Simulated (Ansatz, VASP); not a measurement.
**Two plane-wave programs on O**

```
CELL_PARAMETERS angstrom
2.70150 -1.71450 0.00000
2.70150 1.71450 0.00000
-1.96499 0.00000 3.74799
ATOMIC_POSITIONS crystal
O 0.05986 0.05986 0.16232
O 0.94014 0.94014 0.83768
```

Alike in both runs: functional PBE; k mesh 6 × 6 × 4; occupations tetrahedron; no spin polarisation.

Ansatz relaxed the structure, and its values are those at the end. VASP's run is a single point on that final structure, the one shown.

|  | VASP | Ansatz |
| --- | --- | --- |
| version | VASP 6.6.1 | Ansatz 0.2.0 |
| potentials or method | VASP PAW PBE potentials, release 64 (O), cutoff 520 eV | scalar-relativistic, plane waves, PAW |
| valence electrons in the cell | 12 | 12 |

```tsv
	VASP	Ansatz	Ansatz less VASP
gap on the k mesh at the Fermi level (eV)	none	none	-
pressure (GPa)	-0.8	-2.7	-1.90
rms of the force components (eV/Å)	0.686	0.009	-0.6772
```

A gap of «none» marks a metal or a gap that the smearing closes. With one functional, cell and mesh, what is left measures potentials, basis and numerics. Ansatz's warnings: band table not solved further, forces under tetrahedra, tetrahedron derivatives may miss energy slope.

The k mesh is coarse, so the values compare programs but aren't converged. Noted on VASP's run: the standard files for N, O and F lose accuracy on very short bonds; spin is off for a triplet molecule.
